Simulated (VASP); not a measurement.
Input of a VASP 6.6.1 run:

File INCAR:

```
  ALGO = Normal
  EDIFF = 1E-7
  ENCUT = 520
  GGA = PE
  ISIF = 2
  ISMEAR = 0
  LASPH = T
  LCHARG = F
  LREAL = F
  LWAVE = F
  NBANDS = 56
  NELM = 60
  PREC = Accurate
  SIGMA = 0.1
```

The input KPOINTS:

```
k-points
0
Gamma
  2 3 3
```

The input POSCAR:

```
BeZn2Se3
1.0
   -0.0019057284      0.0008577296      6.4418129829
    6.7731017976      0.0002911280     -0.0021234471
   -3.3863698284      5.8673128745      0.0016666185
Be Zn Se
2 4 6
Direct
    0.4994598728      0.6666566977      0.3333741818
    0.4994726603      0.3333196223      0.6667188261
    0.0032575488      0.3415410554      0.3413892283
    0.0032724453      1.0001230923      0.6583857925
    0.0032902403      0.6584076639     -0.0000652824
    0.4995203718     -0.0000002414      0.0000719130
    0.3867787471      0.3575562846      0.3576530582
    0.3868061237      0.0000005327      0.6425041536
    0.3867946926      0.6423416139      0.0000612036
    0.8488999108      0.6667129906      0.3333557905
    0.8489141052      0.3333896399      0.6666257468
    0.8835322812     -0.0000489518     -0.0000746120
```

Potentials or basis: VASP PAW PBE potentials, release 64 (Be, Zn, Se).

The run is started by

```sh
$ cat potpaw_PBE.64/Be/POTCAR potpaw_PBE.64/Zn/POTCAR potpaw_PBE.64/Se/POTCAR > POTCAR
$ mpirun -np 1 vasp_std > vasp.out
```

**Question.** Estimate the pressure.

**Answer.** 0.2 GPa.

**Question.** What does it give for the largest force?

**Answer.** 0.012 eV/Å.

**Question.** What does it give for the band gap on the k mesh?

**Answer.** 1.87 eV.

Forces on the atoms (eV/Å):
```
Be   0.000  0.001 -0.012
Be   0.001  0.000 -0.012
Zn  -0.001  0.001  0.010
Zn  -0.003  0.001  0.010
Zn   0.001  0.001  0.010
Zn   0.001  0.000 -0.006
Se  -0.001 -0.001  0.008
Se  -0.002 -0.001  0.007
Se   0.001  0.000  0.007
Se   0.001 -0.001 -0.011
Se   0.000  0.000 -0.012
Se   0.002  0.000  0.000
```

Caveat: the k points lie up to 0.49 Å⁻¹ apart.
